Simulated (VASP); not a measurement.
Here is a VASP 6.6.1 calculation.

INCAR

```
SYSTEM = Ti6H
PREC = Accurate
ENCUT = 520
EDIFF = 1E-7
ISMEAR = 0
SIGMA = 0.1
LREAL = .FALSE.
LASPH = .TRUE.
NELM = 80
ALGO = Normal
ISIF = 2
LWAVE = .FALSE.
LCHARG = .FALSE.
LDIPOL = .TRUE.
IDIPOL = 3
DIPOL = 0.5 0.5 0.348
GGA = PE
NBANDS = 46
```

File KPOINTS:

```
regular mesh
0
G
  9 6 1
  0 0 0
```

Contents of POSCAR:

```
Ti6H
1.0
    2.9381632083      0.0000000000      0.0000000000
    0.0000000000      4.6504654186      0.0000000000
    0.0000000000      0.0000000000     21.2842241985
Ti H
6 1
Direct
    0.0000000000      0.7500000000      0.1879326191
    0.5000000000      0.2500000000      0.2277825405
    0.5000000000      0.7500000000      0.3074823831
    0.0000000000      0.2500000000      0.3461291997
    0.0000000000      0.7500000000      0.4220680059
    0.5000000000      0.2500000000      0.4596937200
    0.5000000000      0.5833333333      0.4882388648
```

Potentials or basis: VASP PAW PBE potentials, release 64 (Ti_sv, H).

Launch:

```bash
$ cat potpaw_PBE.64/Ti_sv/POTCAR potpaw_PBE.64/H/POTCAR > POTCAR
$ mpirun -np 1 vasp_std > vasp.out
```

Task: Estimate the largest force.

Result: 2.470 eV/Å.

Task: Estimate the band gap on the k mesh.

Result: Zero (an odd number of electrons rules out a gap without spin polarisation).

Forces on the atoms (eV/Å):
```
Ti   0.000  0.019  0.349
Ti   0.000 -0.019  0.072
Ti   0.000  0.090 -0.392
Ti   0.000 -0.122 -0.001
Ti   0.000 -0.484  0.917
Ti   0.000 -1.953 -0.945
H    0.000  2.470 -0.001
```
